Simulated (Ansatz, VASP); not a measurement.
**Two plane-wave programs on Pd2Ru**

```
Ru Pd
1.0
    -1.59735    1.59735    3.91851
     1.59735   -1.59735    3.91851
     1.59735    1.59735   -3.91851
Ru Pd
1 2
Direct
  0.00000 0.00000 0.00000
  0.66500 0.66500 0.00000
  0.33500 0.33500 0.00000
```

Alike in both runs: task relaxation of cell and atoms; functional PBE; k mesh 8 × 8 × 8; occupations gaussian, width 0.1 eV; no spin polarisation.

```csv
,VASP,Ansatz
version,VASP 6.6.1,Ansatz 0.2.0
potentials or method,"VASP PAW PBE potentials, release 64 (Ru_pv, Pd), cutoff 600 eV","scalar-relativistic, plane waves, PAW"
valence electrons in the cell,34,52
```

|  | VASP | Ansatz | Ansatz less VASP |
| --- | --- | --- | --- |
| gap on the k mesh at the Fermi level, each at its own relaxed structure (eV) | none | none | - |
| relaxed volume (Å³/atom) | 14.91 | 14.95 | +0.035 |
| relaxed cell length with the largest relative difference (Å) | 4.741 | 4.744 | +0.0030 |

A gap of «none» marks a metal or a gap that the smearing closes. VASP's potentials hold 34 valence electrons a cell and Ansatz's 52, so a difference there can come from the potentials and not from the codes.
